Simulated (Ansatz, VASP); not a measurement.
SrTi2O4: VASP beside Ansatz

The input INCAR:

```
ALGO = Normal
EDIFF = 1E-6
ENCUT = 520
GGA = PE
ISIF = 2
ISMEAR = 0
LASPH = T
LCHARG = T
LELF = T
LREAL = F
LVHAR = T
LWAVE = F
NBANDS = 71
NELM = 100
PREC = Accurate
SIGMA = 0.2
```

File KPOINTS:

```
k-points
0
Gamma
  8 8 2
```

POSCAR

```
SrTi2O4
1.0
   -3.1791763415      0.0000000000      0.0000000000
    1.5895881708     -4.9554652503      0.0000000000
    0.0000000000      0.0000000000     10.2747749648
Sr Ti O
2 4 8
Direct
    0.3810665779      0.7621331558      0.7500000000
    0.6189334221      0.2378668442      0.2500000000
    0.8757738409      0.7515476818      0.4376428887
    0.8757738409      0.7515476818      0.0623571113
    0.1242261591      0.2484523182      0.9376428887
    0.1242261591      0.2484523182      0.5623571113
    0.9250393711      0.8500787422      0.2500000000
    0.2369144158      0.4738288315      0.3997974733
    0.2369144158      0.4738288315      0.1002025267
    0.0749606289      0.1499212578      0.7500000000
    0.7630855842      0.5261711685      0.8997974733
    0.7630855842      0.5261711685      0.6002025267
    0.5000000000      1.0000000000      0.5000000000
    0.5000000000      1.0000000000      0.0000000000
```

Input for Ansatz:

```yaml
crystal:
  lattice:
    - [-3.1791763415, 0.0, 0.0]
    - [1.5895881708, -4.9554652503, 0.0]
    - [0.0, 0.0, 10.2747749648]
  atoms:
    - { symbol: Sr, position: [0.3810665779, 0.7621331558, 0.75] }
    - { symbol: Sr, position: [0.6189334221, 0.2378668442, 0.25] }
    - { symbol: Ti, position: [0.8757738409, 0.7515476818, 0.4376428887] }
    - { symbol: Ti, position: [0.8757738409, 0.7515476818, 0.0623571113] }
    - { symbol: Ti, position: [0.1242261591, 0.2484523182, 0.9376428887] }
    - { symbol: Ti, position: [0.1242261591, 0.2484523182, 0.5623571113] }
    - { symbol: O, position: [0.9250393711, 0.8500787422, 0.25] }
    - { symbol: O, position: [0.2369144158, 0.4738288315, 0.3997974733] }
    - { symbol: O, position: [0.2369144158, 0.4738288315, 0.1002025267] }
    - { symbol: O, position: [0.0749606289, 0.1499212578, 0.75] }
    - { symbol: O, position: [0.7630855842, 0.5261711685, 0.8997974733] }
    - { symbol: O, position: [0.7630855842, 0.5261711685, 0.6002025267] }
    - { symbol: O, position: [0.5, 1.0, 0.5] }
    - { symbol: O, position: [0.5, 1.0, 0.0] }
basis:
  ecutwfc: 420
kpoints:
  mp_grid: { grid: [8, 8, 2] }
hamiltonian:
  xc: pbe
scf:
  occupations: { method: gaussian, width: 0.2 }
  lower_state_search: "off"
output:
  forces: true
  stress: true
  eigenvalues: true
```

Alike in both runs: task single point; functional PBE; k mesh 8 × 8 × 2; occupations gaussian, width 0.2 eV; no spin polarisation.

|  | VASP | Ansatz |
| --- | --- | --- |
| version | VASP 6.6.1 | Ansatz 0.2.0 |
| potentials or method | VASP PAW PBE potentials, release 64 (Sr_sv, Ti_sv, O), cutoff 520 eV | scalar-relativistic, plane waves, PAW |
| valence electrons in the cell | 116 | 116 |

|  | VASP | Ansatz | Ansatz less VASP |
| --- | --- | --- | --- |
| gap on the k mesh at the Fermi level (eV) | none | none | - |
| pressure (GPa) | 0.8 | 0.0 | -0.76 |
| traceless stress, the component that is largest in VASP (GPa) | -0.18 | -0.18 | 0.000 |
| rms of the force components (eV/Å) | 0.012 | 0.005 | -0.0073 |

Atom by atom the forces differ by 0.008 eV/Å (rms over components). A gap of «none» marks a metal or a gap that the smearing closes. The functional is the same, so the differences come from potentials, cutoffs and numerics.
